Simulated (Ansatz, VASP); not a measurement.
Two plane-wave programs on AlAu2

INCAR

```
SYSTEM = AlAu2
PREC = Accurate
ENCUT = 520
EDIFF = 1E-7
ISMEAR = 0
SIGMA = 0.15
LREAL = .FALSE.
LASPH = .TRUE.
NELM = 60
ALGO = Fast
ISIF = 2
LWAVE = .FALSE.
LCHARG = .FALSE.
GGA = CA
NBANDS = 20
```

KPOINTS

```
regular mesh
0
G
  16 16 16
  0 0 0
```

Contents of POSCAR:

```
AlAu2
1.0
   -1.6027500000      1.6027500000      4.0978500000
    1.6027500000     -1.6027500000      4.0978500000
    1.6027500000      1.6027500000     -4.0978500000
Al Au
1 2
Direct
    0.0000000000      0.0000000000      0.0000000000
    0.6570428093      0.6570428093      0.0000000000
    0.3429571907      0.3429571907      0.0000000000
```

Input for Ansatz:

```yaml
crystal:
  lattice:
    - [-1.60275, 1.60275, 4.09785]
    - [1.60275, -1.60275, 4.09785]
    - [1.60275, 1.60275, -4.09785]
  atoms:
    - { symbol: Al, position: [0.0, 0.0, 0.0] }
    - { symbol: Au, position: [0.6570428093, 0.6570428093, 0.0] }
    - { symbol: Au, position: [0.3429571907, 0.3429571907, 0.0] }
basis:
  ecutwfc: 420
kpoints:
  mp_grid: { grid: [16, 16, 16] }
hamiltonian:
  xc: lda
scf:
  occupations: { method: gaussian, width: 0.15 }
output:
  forces: true
  stress: true
  eigenvalues: true
```

Alike in both runs: task single point; functional LDA; k mesh 16 × 16 × 16; occupations gaussian, width 0.15 eV; no spin polarisation.

|  | VASP | Ansatz |
| --- | --- | --- |
| version | VASP 6.6.1 | Ansatz 0.2.0 |
| potentials or method | VASP PAW LDA potentials, release 64 (Al, Au), cutoff 520 eV | scalar-relativistic, plane waves, PAW |
| valence electrons in the cell | 25 | 41 |

Ansatz gave:

* gap on the k mesh at the Fermi level (eV): none
* pressure (GPa): 27.2
* traceless stress, the component that is largest in VASP (GPa): 6.32
* rms of the force components (eV/Å): 0.256

Question: What did VASP give for the same quantities?

Answer: gap on the k mesh at the Fermi level (eV): none; pressure (GPa): 27.9; traceless stress, the component that is largest in VASP (GPa): 6.49; rms of the force components (eV/Å): 0.264.

LDA's correlation is that of Perdew and Zunger in VASP and of Perdew and Wang (1992) in Ansatz. Atom by atom the forces differ by 0.008 eV/Å (rms over components). A gap of «none» marks a metal or a gap that the smearing closes. VASP's potentials hold 25 valence electrons a cell and Ansatz's 41, so a difference there can come from the potentials and not from the codes.

Spin-orbit coupling is off throughout.
